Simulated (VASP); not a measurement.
Input of a VASP 6.6.1 run:

File INCAR:

```
SYSTEM = Sn
PREC = Accurate
ENCUT = 520
EDIFF = 1E-7
ISMEAR = -1
SIGMA = 0.1
LREAL = .False.
LASPH = .True.
NELM = 80
ALGO = Normal
ISIF = 2
LWAVE = .False.
LCHARG = .False.
GGA = RE
NBANDS = 21
```

KPOINTS

```
regular mesh
0
Gamma
  13 13 13
  0 0 0
```

POSCAR

```
Sn
1.0
    0.0000000000      3.2644506677      3.2644506677
    3.2644506677      0.0000000000      3.2644506677
    3.2644506677      3.2644506677      0.0000000000
Sn
2
Direct
    0.5000000000      0.5000000000      0.5000000000
    0.7500000000      0.7500000000      0.7500000000
```

Potentials or basis: VASP PAW PBE potentials, release 64 (Sn_d).

Run with:

```sh
$ cat potpaw_PBE.64/Sn_d/POTCAR > POTCAR
$ mpirun -np 1 vasp_std > vasp.out
```

Question: What does it give for the pressure?

Answer: 3.3 GPa.

Question: Predict the band gap on the k mesh.

Answer: Zero (bands 14 and 15 overlap by 0.07 eV).

Caveat: the cell stands under pressure; the PAW data sets were made with another functional, which shifts forces and pressure a little; spin-orbit coupling is left out, which moves the levels of the heavy elements.
